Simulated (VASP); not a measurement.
# TiO2 (P4_2nm) in VASP: a series of runs

The runs below take TiO2 through single point, with PBEsol.

All numbers are computed with VASP 6.6.1; they aren't measurements. Logs are shortened: lines on timing, memory, paths and dates and some standing lists are left out, and cuts for length are marked.

### Step 1. The cell of the first run

It takes space group P4_2nm (No. 102, tetragonal). Conventional cell: a = 4.591 Å, b = 4.591 Å, c = 2.939 Å, α = 90.00°, β = 90.00°, γ = 90.00°. Within 2.3 Å of Ti (site symmetry 2mm) lie 6 O at 1.76 to 2.14 Å. O (site symmetry m) has 3 Ti at 1.76 to 2.14 Å within 2.3 Å.

### Step 2. Single point, PBEsol (all Ti atoms moved -0.250 Å, as atom 1 along Cartesian [0 0 1])

INCAR reads:

```
ALGO = Normal
EDIFF = 1E-6
ENCUT = 520
GGA = PS
ISIF = 2
ISMEAR = 0
LASPH = T
LCHARG = T
LELF = T
LREAL = F
LVHAR = T
LWAVE = F
NBANDS = 33
NELM = 80
PREC = Accurate
SIGMA = 0.05
```

KPOINTS reads:

```
k-points
0
Gamma
  6 6 10
```

POSCAR reads:

```
TiO2
1.0
    4.5912476203      0.0000000000      0.0000000000
    0.0000000000      4.5912476203      0.0000000000
    0.0000000000      0.0000000000      2.9389940195
Ti O
2 4
Direct
    0.0000000000      0.0000000000     -0.0850631197
    0.5000000000      0.5000000000      0.4149368803
    0.3044387440      0.3044387440      0.0000000000
    0.1955612560      0.8044387440      0.5000000000
    0.6955612560      0.6955612560      0.0000000000
    0.8044387440      0.1955612560      0.5000000000
```

Potentials or basis: VASP PAW PBE potentials, release 64 (Ti_sv, O).

The run is started by

```
$ cat potpaw_PBE.64/Ti_sv/POTCAR potpaw_PBE.64/O/POTCAR > POTCAR
$ mpirun -np 1 vasp_std > vasp.out
```

OUTCAR:

```text
EDIFF = 1E-6
   ENCUT = 520
   GGA = PS
   ISIF = 2
   ISMEAR = 0
   LASPH = T
   LREAL = F
   NELM = 80
   PREC = Accurate

 ion  position               nearest neighbor table
   1  0.000  0.000  0.915-   4 1.76   6 1.76   5 1.99   3 1.99   4 2.14   6 2.14
   2  0.500  0.500  0.415-   3 1.76   5 1.76   4 1.99   6 1.99   3 2.14   5 2.14
   3  0.304  0.304  0.000-   2 1.76   1 1.99   2 2.14
   4  0.196  0.804  0.500-   1 1.76   2 1.99   1 2.14
   5  0.696  0.696  0.000-   2 1.76   1 1.99   2 2.14
   6  0.804  0.196  0.500-   1 1.76   2 1.99   1 2.14

  LATTYP: Found a simple tetragonal cell.
 ALAT       =     4.5912476203
 C/A-ratio  =     0.6401297126

  Lattice vectors:

 A1 = (   4.5912476203,   0.0000000000,   0.0000000000)
 A2 = (   0.0000000000,   4.5912476203,   0.0000000000)
 A3 = (   0.0000000000,   0.0000000000,   2.9389940195)

Analysis of symmetry for initial positions (statically):
=====================================================================
 Subroutine PRICEL returns:
 Original cell was already a primitive cell.

 Routine SETGRP: Setting up the symmetry group for a
 simple tetragonal supercell.

 Subroutine GETGRP returns: Found  8 space group operations
 (whereof  4 operations were pure point group operations)
 out of a pool of 16 trial point group operations.

The static configuration has the point symmetry C_2v.
 The point group associated with its full space group is C_4v.

Analysis of symmetry for dynamics (positions and initial velocities):
=====================================================================
 Subroutine PRICEL returns:
 Original cell was already a primitive cell.

 Routine SETGRP: Setting up the symmetry group for a
 simple tetragonal supercell.

 Subroutine GETGRP returns: Found  8 space group operations
 (whereof  4 operations were pure point group operations)
 out of a pool of 16 trial point group operations.

The dynamic configuration has the point symmetry C_2v.
 The point group associated with its full space group is C_4v.

 Subroutine INISYM returns: Found  8 space group operations
 (whereof  4 operations are pure point group operations),
 and found     1 'primitive' translations

----------------------------------------------------------------------------------------

                                     Primitive cell

  volume of cell :      61.9527

  direct lattice vectors                    reciprocal lattice vectors
     4.591247620  0.000000000  0.000000000     0.217805721  0.000000000  0.000000000
     0.000000000  4.591247620  0.000000000     0.000000000  0.217805721  0.000000000
     0.000000000  0.000000000  2.938994019     0.000000000  0.000000000  0.340252479

  length of vectors
     4.591247620  4.591247620  2.938994019     0.217805721  0.217805721  0.340252479

  position of ions in fractional coordinates (direct lattice)
     0.000000000  0.000000000  0.914936880
     0.500000000  0.500000000  0.414936880
     0.304438744  0.304438744  0.000000000
     0.195561256  0.804438744  0.500000000
     0.695561256  0.695561256  0.000000000
     0.804438744  0.195561256  0.500000000

  ion indices of the primitive-cell ions
   primitive index   ion index
                 1           1
                 2           2
                 3           3
                 4           4
                 5           5
                 6           6

----------------------------------------------------------------------------------------

 KPOINTS: k-points

Automatic generation of k-mesh.
 Grid dimensions read from file:
 generate k-points for:    6    6   10

 Generating k-lattice:

  Cartesian coordinates                     Fractional coordinates (reciprocal lattice)
     0.036300954  0.000000000  0.000000000     0.166666667  0.000000000  0.000000000
     0.000000000  0.036300954  0.000000000     0.000000000  0.166666667  0.000000000
     0.000000000  0.000000000  0.034025248     0.000000000  0.000000000  0.100000000

  Length of vectors
     0.036300954  0.036300954  0.034025248

  Shift w.r.t. Gamma in fractional coordinates (k-lattice)
     0.000000000  0.000000000  0.000000000

 Subroutine IBZKPT returns following result:
 ===========================================

 Found     60 irreducible k-points:

 Following reciprocal coordinates:
            Coordinates               Weight
  0.000000  0.000000  0.000000      1.000000
  0.166667  0.000000  0.000000      4.000000
  0.333333  0.000000  0.000000      4.000000
  0.500000  0.000000  0.000000      2.000000
  0.166667  0.166667  0.000000      4.000000
  0.333333  0.166667  0.000000      8.000000
[... 16 lines left out ...]
  0.333333  0.000000  0.200000      8.000000
  0.500000  0.000000  0.200000      4.000000
 [... further k-points ...]
   k-points           NKPTS =     60   k-points in BZ     NKDIM =     60   number of bands    NBANDS=     33
   number of dos      NEDOS =    301   number of ions     NIONS =      6
[... 35 lines left out ...]
     AMIX     =   0.40;   BMIX     =  1.00
     AMIX_MAG =   1.60;   BMIX_MAG =  1.00
  volume/ion in A,a.u.               =      10.33        69.68
  Fermi-wavevector in a.u.,A,eV,Ry     =   1.503610  2.841411 30.760636  2.260843
  Thomas-Fermi vector in A             =   2.614698
   LORBIT       =      0    0 simple, 1 ext, 2 COOP (PROOUT), +10 PAW based schemes
   GGA     = PS    functional components
   LHFCALC =     F    Hartree Fock is set to
   AEXX    =    0.0000 exact exchange contribution
   IVDW    =     0    specifies the selected vdW correction
   LEPSILON=     F    determine dielectric tensor
   LRPA    =     F    only Hartree local field effects (RPA)
 non-spin polarized calculation
 Gauss-broadening in eV      SIGMA  =   0.05
  energy-cutoff  :      520.00
  volume of cell :       61.95
 maximum number of plane-waves:      1696
 NGX is ok and might be reduce to    36
   NGX = 17   NGY = 17   NGZ = 11

 number of electron      48.0000020 magnetization

 Free energy of the ion-electron system (eV)
  ---------------------------------------------------
  ext. energy  EPLUGINS =         0.00000000
  ---------------------------------------------------
  free energy    TOTEN  =       -55.85723680 eV

  energy without entropy =      -55.85723680  energy(sigma->0) =      -55.85723680

 E-fermi :   4.7155     XC(G=0): -11.7001

 val. band max:        4.4846021904   @ k =   0.0000   0.0000   0.0000
 cond. band min:       7.0170931205   @ k =   0.5000   0.3333   0.5000
 fundamental gap:      2.5324909301
 Fermi energy:         4.7154623389

 k-point     1 :       0.0000    0.0000    0.0000
  band No.  band energies     occupation
      1     -51.4786      2.00000
      2     -51.4598      2.00000
      3     -28.0124      2.00000
      4     -28.0124      2.00000
      5     -27.8061      2.00000
      6     -27.7647      2.00000
[... 25 lines left out ...]
     32      11.4380      0.00000
     33      11.6585      0.00000

 k-point     2 :       0.1667    0.0000    0.0000
  band No.  band energies     occupation
      1     -51.4774      2.00000
      2     -51.4610      2.00000
      3     -28.0054      2.00000
      4     -28.0049      2.00000
      5     -27.8060      2.00000
      6     -27.7734      2.00000
[... 25 lines left out ...]
     32      11.2133      0.00000
     33      11.5681      0.00000

 k-point     3 :       0.3333    0.0000    0.0000
  band No.  band energies     occupation
      1     -51.4739      2.00000
      2     -51.4645      2.00000
      3     -27.9892      2.00000
      4     -27.9884      2.00000
      5     -27.8084      2.00000
      6     -27.7944      2.00000
[... 25 lines left out ...]
     32      10.7092      0.00000
     33      11.8601      0.00000

 k-point     4 :       0.5000    0.0000    0.0000
  band No.  band energies     occupation
      1     -51.4692      2.00000
      2     -51.4692      2.00000
      3     -27.9793      2.00000
      4     -27.9793      2.00000
      5     -27.8093      2.00000
      6     -27.8093      2.00000
[... 673 lines left out ...]
     32      10.8041      0.00000
     33      11.4116      0.00000

 k-point    23 :       0.3333    0.0000    0.2000
  band No.  band energies     occupation
      1     -51.4574      2.00000
      2     -51.4497      2.00000
      3     -27.9841      2.00000
      4     -27.9671      2.00000
      5     -27.9370      2.00000
      6     -27.9344      2.00000
[... 25 lines left out ...]
     32      10.2251      0.00000
     33      11.7925      0.00000

 k-point    24 :       0.5000    0.0000    0.2000
  band No.  band energies     occupation
      1     -51.4535      2.00000
      2     -51.4535      2.00000
      3     -27.9773      2.00000
      4     -27.9773      2.00000
      5     -27.9291      2.00000
      6     -27.9291      2.00000
[... 25 lines left out ...]
     32       9.8799      0.00000
     33      12.1582      0.00000

 [... further k-points ...]
[... 5 lines left out ...]
  --------------------------------------------------------------------------------------
  -------------------------------------------------------------------------------------
  Total        3.2829322      3.2829322      5.2281849      0.0000000      0.0000000      0.0000000
  in kB       84.9009128     84.9009128    135.2076882      0.0000000      0.0000000      0.0000000
  external PRESSURE =     101.6698379 kB  Pullay stress =       0.0000000 kB

 VOLUME and BASIS-vectors are now :
 -----------------------------------------------------------------------------
  energy-cutoff  :      520.00
  volume of cell :       61.95
      direct lattice vectors                 reciprocal lattice vectors
     4.591247620  0.000000000  0.000000000     0.217805721  0.000000000  0.000000000
     0.000000000  4.591247620  0.000000000     0.000000000  0.217805721  0.000000000
     0.000000000  0.000000000  2.938994019     0.000000000  0.000000000  0.340252479

 POSITION                                       TOTAL-FORCE (eV/Angst)
 -----------------------------------------------------------------------------------
      0.00000      0.00000      2.68899         0.000000      0.000000      1.694693
      2.29562      2.29562      1.21950         0.000000      0.000000      1.694693
      1.39775      1.39775      0.00000        -0.677951     -0.677951     -0.847347
      0.89787      3.69338      1.46950         0.677951     -0.677951     -0.847347
      3.19349      3.19349      0.00000         0.677951      0.677951     -0.847347
      3.69338      0.89787      1.46950        -0.677951      0.677951     -0.847347
 -----------------------------------------------------------------------------------
    total drift:                                0.000000      0.000000      0.000483

  FREE ENERGIE OF THE ION-ELECTRON SYSTEM (eV)
  ---------------------------------------------------
  free  energy   TOTEN  =       -55.8572367965 eV

  energy  without entropy=      -55.8572367965  energy(sigma->0) =      -55.85723680
```

Run time: 94 s. Hardware: 1 thread of Intel Xeon 6975P-C, shared host; peak memory 0.24 GiB.

Results:

```yaml
Free_energy: -55.8572 eV
Pressure: 10.2 GPa
Largest_force: 1.695 eV/Å
Band_gap_on_the_k_mesh: 2.53 eV, indirect (least direct gap 2.96 eV)
```

Forces in eV/Å, atoms in the order of the input:
```
Ti   0.000  0.000  1.695
Ti   0.000  0.000  1.695
O   -0.678 -0.678 -0.847
O    0.678 -0.678 -0.847
O    0.678  0.678 -0.847
O   -0.678  0.678 -0.847
```

Stress tensor (GPa, compression positive):
```
 8.49  0.00  0.00
 0.00  8.49  0.00
 0.00  0.00 13.52
```

Caveat: the cell differs from its parent crystal (all Ti atoms moved -0.250 Å, as atom 1 along Cartesian [0 0 1]); the PAW data sets were made with another functional, which shifts forces and pressure a little.

### Step 3. Single point, PBEsol (all Ti atoms moved +0.438 Å, as atom 1 along Cartesian [0 0 1])

INCAR reads:

```
SYSTEM = TiO2
PREC     = Accurate       ! precision mode
ENCUT    = 520            ! plane-wave cutoff, eV
EDIFF    = 1E-6           ! SCF threshold, eV
ISMEAR   = 0              ! smearing method
SIGMA    = 0.05           ! smearing width, eV
LREAL    = .FALSE.        ! projectors in reciprocal space
LASPH    = .TRUE.         ! aspherical terms in the spheres
NELM     = 100            ! most SCF steps
ALGO     = Normal         ! electronic algorithm
ISIF     = 2              ! what is computed and relaxed
LWAVE    = .FALSE.        ! write WAVECAR
LCHARG   = .FALSE.        ! write CHGCAR
GGA      = PS             ! functional
NBANDS   = 33             ! bands
```

KPOINTS reads:

```
Automatic mesh
0
G
  6 6 10
  0 0 0
```

POSCAR: that of step 2 with these lines changed.

```diff
@@ -8,4 +8,4 @@
 Direct
-    0.0000000000      0.0000000000     -0.0850631197
-    0.5000000000      0.5000000000      0.4149368803
+    0.0000000000      0.0000000000      0.1488604594
+    0.5000000000      0.5000000000      0.6488604594
     0.3044387440      0.3044387440      0.0000000000
```

Potentials or basis: VASP PAW PBE potentials, release 64 (Ti_sv, O).

The run is started by

```
$ cat potpaw_PBE.64/Ti_sv/POTCAR potpaw_PBE.64/O/POTCAR > POTCAR
$ mpirun -np 1 vasp_std > vasp.out
```

It took 96 s on 1 thread of Intel Xeon 6975P-C, shared host; peak memory 0.24 GiB.

Results (log left out):

```yaml
Free_energy: -54.3670 eV
Pressure: 31.3 GPa
Largest_force: 6.886 eV/Å
Band_gap_on_the_k_mesh: 3.60 eV, direct
```

Forces on the atoms (eV/Å):
```
Ti   0.000  0.000 -6.886
Ti   0.000  0.000 -6.886
O   -2.645 -2.645  3.443
O    2.645 -2.645  3.443
O    2.645  2.645  3.443
O   -2.645  2.645  3.443
```

Stress tensor (GPa, compression positive):
```
27.47  0.00  0.00
 0.00 27.47  0.00
 0.00  0.00 39.09
```

Levels at points of the mesh, in eV from the valence-band top:
| k point | band 22 | band 23 | band 24 | band 25 | band 26 | band 27 |
| --- | --- | --- | --- | --- | --- | --- |
| (0.00, 0.00, 0.00) | -0.70 | -0.70 | -0.05 | 4.40 | 4.97 | 4.97 |
| (0.50, 0.00, 0.00) | -0.81 | -0.56 | -0.56 | 4.00 | 4.00 | 5.42 |
| (0.50, 0.50, 0.00) | -1.69 | -1.06 | -1.06 | 4.97 | 4.97 | 5.42 |
| (0.00, 0.00, 0.50) | -2.23 | -0.78 | -0.78 | 5.00 | 5.00 | 5.31 |
| (0.50, 0.00, 0.50) | -1.19 | -0.96 | -0.96 | 4.00 | 4.00 | 5.20 |
| (0.50, 0.50, 0.50) | -0.69 | 0.00 | 0.00 | 3.60 | 4.78 | 4.78 |

Caveat: the cell differs from its parent crystal (all Ti atoms moved +0.438 Å, as atom 1 along Cartesian [0 0 1]); the PAW data sets were made with another functional, which shifts forces and pressure a little. A k mesh can miss the band edges.

### Step 4. Single point, PBEsol (all Ti atoms moved +0.312 Å, as atom 1 along Cartesian [0 0 1])

INCAR reads:

```
PREC     = Accurate       # precision mode
ENCUT    = 520            # plane-wave cutoff, eV
EDIFF    = 1E-6           # SCF threshold, eV
ISMEAR   = 0              # smearing method
SIGMA    = 0.05           # smearing width, eV
LREAL    = False          # projectors in reciprocal space
LASPH    = True           # aspherical terms in the spheres
NELM     = 60             # most SCF steps
ALGO     = Normal         # electronic algorithm
ISIF     = 2              # what is computed and relaxed
LWAVE    = False          # write WAVECAR
LCHARG   = False          # write CHGCAR
GGA      = PS             # functional
NBANDS   = 33             # bands
```

KPOINTS reads:

```
regular mesh
0
Gamma
  6 6 10
```

POSCAR: that of step 3 with these lines changed.

```diff
@@ -8,4 +8,4 @@
 Direct
-    0.0000000000      0.0000000000      0.1488604594
-    0.5000000000      0.5000000000      0.6488604594
+    0.0000000000      0.0000000000      0.1063288996
+    0.5000000000      0.5000000000      0.6063288996
     0.3044387440      0.3044387440      0.0000000000
```

The run is started by

```
$ cat potpaw_PBE.64/Ti_sv/POTCAR potpaw_PBE.64/O/POTCAR > POTCAR
$ mpirun -np 1 vasp_std > vasp.out
```

It took 90 s on 1 thread of Intel Xeon 6975P-C, shared host; peak memory 0.24 GiB.

It converged, with:

```yaml
Free_energy: -55.5682 eV
Pressure: 15.7 GPa
Largest_force: 3.001 eV/Å
Band_gap_on_the_k_mesh: 2.80 eV, indirect (least direct gap 3.09 eV)
```

Forces in eV/Å, atoms in the order of the input:
```
Ti   0.000  0.000 -3.001
Ti   0.000  0.000 -3.001
O   -1.145 -1.145  1.501
O    1.145 -1.145  1.501
O    1.145  1.145  1.501
O   -1.145  1.145  1.501
```

Stress tensor (GPa, compression positive):
```
13.24  0.00  0.00
 0.00 13.24  0.00
 0.00  0.00 20.64
```

Levels at points of the mesh, in eV from the valence-band top:
```csv
k point,band 20,band 21,band 22,band 23,band 24,band 25,band 26,band 27,band 28,band 29
"(0.00, 0.00, 0.00)",-1.96,-1.48,-0.79,-0.79,0.00,3.49,3.92,4.04,4.19,4.19
"(0.50, 0.00, 0.00)",-1.99,-1.17,-1.17,-0.68,-0.68,3.07,3.07,4.63,4.63,5.11
"(0.50, 0.50, 0.00)",-2.07,-1.82,-1.82,-1.25,-1.25,3.99,3.99,4.07,4.07,4.95
"(0.00, 0.00, 0.50)",-2.68,-2.30,-2.30,-1.06,-1.06,4.09,4.09,4.46,4.46,4.63
"(0.50, 0.00, 0.50)",-2.33,-1.53,-1.53,-1.04,-1.04,3.09,3.09,4.42,4.42,4.96
"(0.50, 0.50, 0.50)",-2.29,-1.74,-0.72,-0.29,-0.29,2.80,4.13,4.13,4.20,4.50
```

Caveat: the cell differs from its parent crystal (all Ti atoms moved +0.312 Å, as atom 1 along Cartesian [0 0 1]); the PAW data sets were made with another functional, which shifts forces and pressure a little. A k mesh can miss the band edges.

### Step 5. Single point, PBEsol (all Ti atoms moved +0.188 Å, as atom 1 along Cartesian [0 0 1])

INCAR reads:

```
ALGO = Normal
EDIFF = 1E-6
ENCUT = 520
GGA = PS
ISIF = 2
ISMEAR = 0
LASPH = T
LCHARG = F
LREAL = F
LWAVE = F
NBANDS = 33
NELM = 60
PREC = Accurate
SIGMA = 0.05
```

KPOINTS reads:

```
k-points
0
Gamma
  6 6 10
```

POSCAR: that of step 4 with these lines changed.

```diff
@@ -8,4 +8,4 @@
 Direct
-    0.0000000000      0.0000000000      0.1063288996
-    0.5000000000      0.5000000000      0.6063288996
+    0.0000000000      0.0000000000      0.0637973398
+    0.5000000000      0.5000000000      0.5637973398
     0.3044387440      0.3044387440      0.0000000000
```

The run is started by

```
$ cat potpaw_PBE.64/Ti_sv/POTCAR potpaw_PBE.64/O/POTCAR > POTCAR
$ mpirun -np 1 vasp_std > vasp.out
```

It took 96 s on 1 thread of Intel Xeon 6975P-C, shared host; peak memory 0.24 GiB.

It converged, with:

| Quantity | Value |
| --- | --- |
| Free energy | -56.0095 eV |
| Pressure | 5.9 GPa |
| Largest force | 0.807 eV/Å |
| Band gap on the k mesh | 2.27 eV, indirect (least direct gap 2.68 eV) |

Forces in eV/Å, atoms in the order of the input:
```
Ti   0.000  0.000 -0.807
Ti   0.000  0.000 -0.807
O   -0.359 -0.359  0.404
O    0.359 -0.359  0.404
O    0.359  0.359  0.404
O   -0.359  0.359  0.404
```

Stress tensor (GPa, compression positive):
```
4.95 0.00 0.00
0.00 4.95 0.00
0.00 0.00 7.95
```

Levels at points of the mesh, in eV from the valence-band top:
```csv
k point,band 20,band 21,band 22,band 23,band 24,band 25,band 26,band 27,band 28,band 29
"(0.00, 0.00, 0.00)",-2.00,-1.09,-0.67,-0.67,0.00,2.79,2.82,2.82,3.27,3.27
"(0.50, 0.00, 0.00)",-2.54,-1.46,-1.46,-0.72,-0.72,2.53,2.53,3.91,3.91,4.11
"(0.50, 0.50, 0.00)",-2.18,-1.56,-1.56,-1.21,-1.21,2.74,2.74,3.18,3.18,4.29
"(0.00, 0.00, 0.50)",-2.82,-2.38,-2.38,-1.30,-1.30,3.40,3.40,3.71,3.71,4.06
"(0.50, 0.00, 0.50)",-2.40,-1.86,-1.86,-1.07,-1.07,2.35,2.35,3.72,3.72,4.33
"(0.50, 0.50, 0.50)",-2.81,-1.64,-0.90,-0.53,-0.53,2.38,3.57,3.57,3.63,3.66
```

Caveat: the cell differs from its parent crystal (all Ti atoms moved +0.188 Å, as atom 1 along Cartesian [0 0 1]); the PAW data sets were made with another functional, which shifts forces and pressure a little.
